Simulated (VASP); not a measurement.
Set up this calculation in VASP 6.6.1, as the native input.

| Item | Value |
| --- | --- |
| Task | single point |
| Functional | PBE |
| Potentials or basis | VASP PAW PBE potentials, release 64 (K_sv, Si, Se) |
| Cutoff | 520 eV |
| k mesh | 4 × 4 × 4 |
| Occupations | gaussian, width 0.1 eV |
| Spin | no spin polarisation |
| Dipole correction | no |
| Further INCAR settings | ALGO = Normal; EDIFF = 1e-06; NBANDS = 42 |

The structure of KSiSe3 lies in POSCAR:

```
KSiSe3
1.0
    6.9083459832      0.0000000000      0.0000000000
    0.0000000000      6.9083459832      0.0000000000
    0.0000000000      0.0000000000      5.1812002931
K Si Se
2 2 6
Direct
    0.0000000000      0.5000000000      0.5000000000
    0.5000000000      0.0000000000      0.5000000000
    0.5000000000      0.5000000000      0.0000000000
    0.0000000000      0.0000000000      0.0000000000
    0.7972077744      0.2972077744      0.0000000000
    0.7027922256      0.7972077744      0.0000000000
    0.5000000000      0.5000000000      0.5000000000
    0.2027922256      0.7027922256      0.0000000000
    0.2972077744      0.2027922256      0.0000000000
    0.0000000000      0.0000000000      0.5000000000
```

The input as run:

INCAR

```
SYSTEM = KSiSe3
PREC = Accurate ; ENCUT = 520
EDIFF = 1E-6 ; ISMEAR = 0
SIGMA = 0.1 ; LREAL = .False.
LASPH = .True. ; NELM = 100
ALGO = Normal ; ISIF = 2
LWAVE = .False. ; LCHARG = .True.
GGA = PE ; LELF = .True.
LVHAR = .True. ; NBANDS = 42
```

KPOINTS

```
Automatic mesh
0
Gamma
  4 4 4
  0 0 0
```

Potentials or basis: VASP PAW PBE potentials, release 64 (K_sv, Si, Se).

Command:

```bash
$ cat potpaw_PBE.64/K_sv/POTCAR potpaw_PBE.64/Si/POTCAR potpaw_PBE.64/Se/POTCAR > POTCAR
$ mpirun -np 1 vasp_std > vasp.out
```

Results of the run:

| Quantity | Value |
| --- | --- |
| Pressure | 0.2 GPa |
| Band gap on the k mesh | zero (bands 31 and 32 overlap by 1.24 eV) |

It took 3.8 min on 1 thread of Oxide Virtual Turin-like Processor, on a shared host, peak memory 0.39 GiB.
